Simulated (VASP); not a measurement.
# HfGeCl (P4/nmm) in VASP: single point with r2SCAN

Aim: the single point of HfGeCl with r2SCAN.

Program: VASP 6.6.1. These are calculated values, not measurements. Logs are shortened: lines on timing, memory, paths and dates and some standing lists are left out, and cuts for length are marked.

### 1 The cell of the first run

The structure is tetragonal, space group P4/nmm (No. 129). Conventional cell: a = 3.697 Å, b = 3.697 Å, c = 8.474 Å, α = 90.00°, β = 90.00°, γ = 90.00°. Hf (site symmetry 4mm) has 5 Cl at 2.82 to 3.02 Å and 4 Ge at 2.87 Å and 4 Hf at 3.70 Å within 3.7 Å. Ge (site symmetry -4m2) has 4 Ge at 2.61 Å and 4 Hf at 2.87 Å within 3.4 Å. Cl (site symmetry 4mm) has 5 Hf at 2.82 to 3.02 Å and 8 Cl at 3.26 to 3.70 Å and 4 Ge at 3.75 Å within 3.8 Å.

### 2 Single point, r2SCAN, collinear spin, zero start

Contents of POSCAR:

```
HfGeCl
1.0
    3.6972640000      0.0000000000      0.0000000000
    0.0000000000      3.6972640000      0.0000000000
    0.0000000000      0.0000000000      8.4741690000
Hf Ge Cl
2 2 2
Direct
    0.0000000000      0.5000000000      0.2590000000
    0.5000000000      0.0000000000      0.7410000000
    0.0000000000      0.0000000000      0.0000000000
    0.5000000000      0.5000000000      0.0000000000
    0.0000000000      0.5000000000      0.6150000000
    0.5000000000      0.0000000000      0.3850000000
```

Contents of INCAR.step1:

```
SYSTEM = HfGeCl
PREC = Accurate
ENCUT = 520
ISMEAR = -1
SIGMA = 0.0899
LREAL = .FALSE.
LASPH = .TRUE.
NELM = 150
ISPIN = 2
MAGMOM = 0 0 0 0 0 0
LMAXMIX = 4
NBANDS = 44
GGA = PE
ALGO = Normal
EDIFF = 1E-4
LWAVE = .TRUE.
LCHARG = .FALSE.
```

Contents of INCAR.step2:

```
SYSTEM = HfGeCl
PREC = Accurate
ENCUT = 520
EDIFF = 1E-6
ISMEAR = -1
SIGMA = 0.0899
LREAL = .FALSE.
LASPH = .TRUE.
NELM = 150
ALGO = Normal
ISIF = 2
LWAVE = .FALSE.
LCHARG = .FALSE.
ISPIN = 2
MAGMOM = 0 0 0 0 0 0
LORBIT = 11
LMAXMIX = 4
METAGGA = R2SCAN
LMIXTAU = .TRUE.
NBANDS = 44
ISTART = 1
```

Contents of KPOINTS:

```
regular mesh
0
G
  5 5 2
  0 0 0
```

Potentials or basis: VASP PAW PBE potentials, release 64 (Hf_pv, Ge_d, Cl).

Command:

```console
> cat potpaw_PBE.64/Hf_pv/POTCAR potpaw_PBE.64/Ge_d/POTCAR potpaw_PBE.64/Cl/POTCAR > POTCAR
> cp INCAR.step1 INCAR
> mpirun -np 1 vasp_std > vasp.out
> cp INCAR.step2 INCAR
> mpirun -np 1 vasp_std > vasp.out
```

OUTCAR:

```text
SYSTEM = HfGeCl
   PREC = Accurate
   ENCUT = 520
   EDIFF = 1E-6
   ISMEAR = -1
   LREAL = .FALSE.
   LASPH = .TRUE.
   NELM = 150
   ISIF = 2
   ISPIN = 2
   LORBIT = 11
   METAGGA = R2SCAN
   ISTART = 1

 ion  position               nearest neighbor table
   1  0.000  0.500  0.259-   6 2.82   6 2.82   6 2.82   6 2.82   4 2.87   4 2.87   3 2.87   3 2.87
                             5 3.02
   2  0.500  0.000  0.741-   5 2.82   5 2.82   5 2.82   5 2.82   4 2.87   3 2.87   3 2.87   4 2.87
                             6 3.02
   3  0.000  0.000  0.000-   4 2.61   4 2.61   4 2.61   4 2.61   2 2.87   2 2.87   1 2.87   1 2.87

   4  0.500  0.500  0.000-   3 2.61   3 2.61   3 2.61   3 2.61   2 2.87   1 2.87   1 2.87   2 2.87

   5  0.000  0.500  0.615-   2 2.82   2 2.82   2 2.82   2 2.82   1 3.02
   6  0.500  0.000  0.385-   1 2.82   1 2.82   1 2.82   1 2.82   2 3.02

  LATTYP: Found a simple tetragonal cell.
 ALAT       =     3.6972640000
 C/A-ratio  =     2.2920107950

  Lattice vectors:

 A1 = (   3.6972640000,   0.0000000000,   0.0000000000)
 A2 = (   0.0000000000,   3.6972640000,   0.0000000000)
 A3 = (   0.0000000000,   0.0000000000,   8.4741690000)

Analysis of symmetry for initial positions (statically):
=====================================================================
 Subroutine PRICEL returns:
 Original cell was already a primitive cell.

 Routine SETGRP: Setting up the symmetry group for a
 simple tetragonal supercell.

 Subroutine GETGRP returns: Found 16 space group operations
 (whereof  8 operations were pure point group operations)
 out of a pool of 16 trial point group operations.

The static configuration has the point symmetry D_2d.
 The point group associated with its full space group is D_4h.

Analysis of symmetry for dynamics (positions and initial velocities):
=====================================================================
 Subroutine PRICEL returns:
 Original cell was already a primitive cell.

 Routine SETGRP: Setting up the symmetry group for a
 simple tetragonal supercell.

 Subroutine GETGRP returns: Found 16 space group operations
 (whereof  8 operations were pure point group operations)
 out of a pool of 16 trial point group operations.

The dynamic configuration has the point symmetry D_2d.
 The point group associated with its full space group is D_4h.

Analysis of structural, dynamic, and magnetic symmetry:
=====================================================================
 Subroutine PRICEL returns:
 Original cell was already a primitive cell.

 Routine SETGRP: Setting up the symmetry group for a
 simple tetragonal supercell.

 Subroutine GETGRP returns: Found 16 space group operations
 (whereof  8 operations were pure point group operations)
 out of a pool of 16 trial point group operations.

The overall configuration has the point symmetry D_2d.
 The point group associated with its full space group is D_4h.

 Subroutine INISYM returns: Found 16 space group operations
 (whereof  8 operations are pure point group operations),
 and found     1 'primitive' translations

----------------------------------------------------------------------------------------

                                     Primitive cell

  volume of cell :     115.8399

  direct lattice vectors                    reciprocal lattice vectors
     3.697264000  0.000000000  0.000000000     0.270470272  0.000000000  0.000000000
     0.000000000  3.697264000  0.000000000     0.000000000  0.270470272  0.000000000
     0.000000000  0.000000000  8.474169000     0.000000000  0.000000000  0.118005671

  length of vectors
     3.697264000  3.697264000  8.474169000     0.270470272  0.270470272  0.118005671

  position of ions in fractional coordinates (direct lattice)
     0.000000000  0.500000000  0.259000000
     0.500000000  0.000000000  0.741000000
     0.000000000  0.000000000  0.000000000
     0.500000000  0.500000000  0.000000000
     0.000000000  0.500000000  0.615000000
     0.500000000  0.000000000  0.385000000

  ion indices of the primitive-cell ions
   primitive index   ion index
                 1           1
                 2           2
                 3           3
[... 40 lines left out ...]
  0.400000  0.000000  0.500000      4.000000
  0.200000  0.200000  0.500000      4.000000
  0.400000  0.200000  0.500000      8.000000
  0.400000  0.400000  0.500000      4.000000
   k-points           NKPTS =     12   k-points in BZ     NKDIM =     12   number of bands    NBANDS=     44
   number of dos      NEDOS =    301   number of ions     NIONS =      6
   total plane-waves  NPLWV =  50176
   dimension x,y,z NGX =    28 NGY =   28 NGZ =   64
   dimension x,y,z NGXF=    56 NGYF=   56 NGZF=  128
   ions per type =               2   2   2
   NGX,Y,Z   is equivalent  to a cutoff of  12.59, 12.59, 12.56 a.u.
   NGXF,Y,Z  is equivalent  to a cutoff of  25.18, 25.18, 25.11 a.u.
 SYSTEM =  HfGeCl
   PREC   = accura    normal or accurate (medium, high low for compatibility)
   ISTART =      1    job   : 0-new  1-cont  2-samecut
   ICHARG =      0    charge: 1-file 2-atom 10-const
   ISPIN  =      2    spin polarized calculation?
   LNONCOLLINEAR =      F non collinear calculations
   LSORBIT =      F    spin-orbit coupling
   LASPH  =      T    aspherical Exc in radial PAW
   ENCUT  =  520.0 eV  38.22 Ry    6.18 a.u.   6.87  6.87 15.76*2*pi/ulx,y,z
   NELM   =    150;   NELMIN=  2; NELMDL=  0     # of ELM steps
   EDIFF  = 0.1E-05   stopping-criterion for ELM
   LREAL  =      F    real-space projection
   EDIFFG = 0.1E-04   stopping-criterion for IOM
   NSW    =      0    number of steps for IOM
   IBRION =     -1    ionic relax: 0-MD 1-quasi-New 2-CG
   NFREE  =      0    steps in history (QN), initial steepest desc. (CG)
   ISIF   =      2    stress and relaxation
   ISYM   =      2    0-nonsym 1-usesym 2-fastsym
   POTIM  = 0.5000    time-step for ionic-motion
   TEBEG  =    0.0;   TEEND  =   0.0 temperature during run
   PSTRESS=    0.0 pullay stress
   NELECT =      62.0000    total number of electrons
   NUPDOWN=      -1.0000    fix difference up-down
   EMIN   =  10.00;   EMAX   =-10.00  energy-range for DOS
   EFERMI =   0.00;   METHOD = LEGACY
   ISMEAR =    -1;   SIGMA  =   0.09  broadening in eV -4-tet -1-fermi 0-gaus
   EFERMI_NEDOS =   21; number of points for ismear=-14 and -15
   IALGO  =     38    algorithm
   IMIX   =      4    mixing-type and parameters
     AMIX     =   0.40;   BMIX     =  1.00
     AMIX_MAG =   1.60;   BMIX_MAG =  1.00
  volume/ion in A,a.u.               =      19.31       130.29
  Fermi-wavevector in a.u.,A,eV,Ry     =   1.329187  2.511799 24.037927  1.766738
  Thomas-Fermi vector in A             =   2.458368
   LORBIT       =     11    0 simple, 1 ext, 2 COOP (PROOUT), +10 PAW based schemes
   METAGGA = R2SCAN    functional components
   LHFCALC =     F    Hartree Fock is set to
   AEXX    =    0.0000 exact exchange contribution
   IVDW    =     0    specifies the selected vdW correction
   LEPSILON=     F    determine dielectric tensor
   LRPA    =     F    only Hartree local field effects (RPA)
 spin polarized calculation
  energy-cutoff  :      520.00
  volume of cell :      115.84
 maximum number of plane-waves:      3144
 NGX is ok and might be reduce to    28
   NGX = 13   NGY = 13   NGZ = 31

 number of electron      62.0000003 magnetization       0.0000346

 Free energy of the ion-electron system (eV)
  ---------------------------------------------------
  ext. energy  EPLUGINS =         0.00000000
  ---------------------------------------------------
  free energy    TOTEN  =      -134.12722356 eV

  energy without entropy =     -134.02639818  energy(sigma->0) =     -134.07681087

 E-fermi :   7.5255     XC(G=0): -11.7327

 val. band max:        7.4148491353   @ k =   0.2000   0.0000   0.5000
 cond. band min:       7.5409201822   @ k =   0.4000   0.2000   0.5000
 fundamental gap:      0.1260710469
 Fermi energy:         7.5255318522

 spin component 1

 k-point     1 :       0.0000    0.0000    0.0000
  band No.  band energies     occupation
      1     -26.1422      1.00000
      2     -26.1422      1.00000
      3     -26.1416      1.00000
      4     -26.1416      1.00000
      5     -26.1210      1.00000
      6     -26.1055      1.00000
[... 541 lines left out ...]
     42      12.3728      0.00000
     43      12.9296      0.00000
 Fermi energy:         7.5255318522

 spin component 2

 k-point     1 :       0.0000    0.0000    0.0000
  band No.  band energies     occupation
      1     -26.1422      1.00000
      2     -26.1422      1.00000
      3     -26.1416      1.00000
      4     -26.1416      1.00000
      5     -26.1210      1.00000
      6     -26.1055      1.00000
[... 541 lines left out ...]
     42      12.3728      0.00000
     43      12.9296      0.00000
 [bands above 43 left out]

------------------------ aborting loop because EDIFF is reached ----------------------------------------

  FORCE on cell =-STRESS in cart. coord.  units (eV):
  Direction    XX          YY          ZZ          XY          YZ          ZX
  --------------------------------------------------------------------------------------
  -------------------------------------------------------------------------------------
  Total       -2.2724064     -2.2724064     -7.4273628      0.0000000      0.0000000      0.0000000
  in kB      -31.4295769    -31.4295769   -102.7276082      0.0000000      0.0000000      0.0000000
  external PRESSURE =     -55.1955874 kB  Pullay stress =       0.0000000 kB

 VOLUME and BASIS-vectors are now :
 -----------------------------------------------------------------------------
  energy-cutoff  :      520.00
  volume of cell :      115.84
      direct lattice vectors                 reciprocal lattice vectors
     3.697264000  0.000000000  0.000000000     0.270470272  0.000000000  0.000000000
     0.000000000  3.697264000  0.000000000     0.000000000  0.270470272  0.000000000
     0.000000000  0.000000000  8.474169000     0.000000000  0.000000000  0.118005671

 POSITION                                       TOTAL-FORCE (eV/Angst)
 -----------------------------------------------------------------------------------
      0.00000      1.84863      2.19481        -0.000000      0.000000     -2.141491
      1.84863      0.00000      6.27936        -0.000000      0.000000      2.141491
      0.00000      0.00000      0.00000        -0.000000      0.000000      0.000000
      1.84863      1.84863      0.00000         0.000000     -0.000000      0.000000
      0.00000      1.84863      5.21161        -0.000000      0.000000     -0.157531
      1.84863      0.00000      3.26256         0.000000      0.000000      0.157531
 -----------------------------------------------------------------------------------
    total drift:                                0.000000      0.000000     -0.000000

  FREE ENERGIE OF THE ION-ELECTRON SYSTEM (eV)
  ---------------------------------------------------
  free  energy   TOTEN  =      -134.1272235623 eV

  energy  without entropy=     -134.0263981777  energy(sigma->0) =     -134.07681087

 total charge

# of ion       s       p       d       tot
------------------------------------------
    1        0.232   6.221   1.612   8.064
    2        0.232   6.221   1.612   8.064
    3        1.101   1.296  10.057  12.455
    4        1.101   1.296  10.057  12.455
    5        1.612   3.538   0.000   5.150
    6        1.612   3.538   0.000   5.150
--------------------------------------------------
tot          5.890  22.110  23.337  51.337

 magnetization (x)

# of ion       s       p       d       tot
------------------------------------------
    1        0.000   0.000   0.000   0.000
    2        0.000   0.000   0.000   0.000
    3       -0.000  -0.000   0.000  -0.000
    4       -0.000  -0.000   0.000  -0.000
    5        0.000  -0.000   0.000  -0.000
    6        0.000  -0.000   0.000  -0.000
--------------------------------------------------
tot          0.000  -0.000   0.000   0.000
```

It took 3.4 min on 1 thread of Intel Xeon 6975P-C (Granite Rapids), shared host; peak memory 0.32 GiB.

What came out:

* Free energy: -134.1272 eV
* Pressure: -5.5 GPa
* Largest force: 2.141 eV/Å
* Band gap on the k mesh: zero (filled and empty bands overlap)
* Net moment: 0.00 μB per cell
* Valence electrons inside the program's atomic spheres: Hf 8.06; Ge 12.46; Cl 5.15

Forces on the atoms (eV/Å):
```
Hf   0.000  0.000 -2.141
Hf   0.000  0.000  2.141
Ge   0.000  0.000  0.000
Ge   0.000  0.000  0.000
Cl   0.000  0.000 -0.158
Cl   0.000  0.000  0.158
```

Stress tensor (GPa, compression positive):
```
 -3.14   0.00   0.00
  0.00  -3.14   0.00
  0.00   0.00 -10.27
```

Levels at points of the mesh, in eV from the Fermi level:
Spin up:
```tsv
k point	band 27	band 28	band 29	band 30	band 31	band 32	band 33	band 34	band 35	band 36
(0.00, 0.00, 0.00)	-4.24	-3.34	-3.34	-2.89	-0.67	-0.62	-0.56	0.83	0.83	1.10
(0.00, 0.00, 0.50)	-4.53	-3.35	-3.35	-3.08	-0.38	-0.27	0.53	0.97	0.97	1.14
```
Spin down:
| k point | band 27 | band 28 | band 29 | band 30 | band 31 | band 32 | band 33 | band 34 | band 35 | band 36 |
| --- | --- | --- | --- | --- | --- | --- | --- | --- | --- | --- |
| (0.00, 0.00, 0.00) | -4.24 | -3.34 | -3.34 | -2.89 | -0.67 | -0.62 | -0.56 | 0.83 | 0.83 | 1.10 |
| (0.00, 0.00, 0.50) | -4.53 | -3.35 | -3.35 | -3.08 | -0.38 | -0.27 | 0.53 | 0.97 | 0.97 | 1.14 |

Caveat: the k points lie up to 0.37 Å⁻¹ apart, too coarse for converged energies and pressures of a metal; the PAW data sets were made with another functional, which shifts forces and pressure a little; spin-orbit coupling is left out, which moves the levels of the heavy elements.
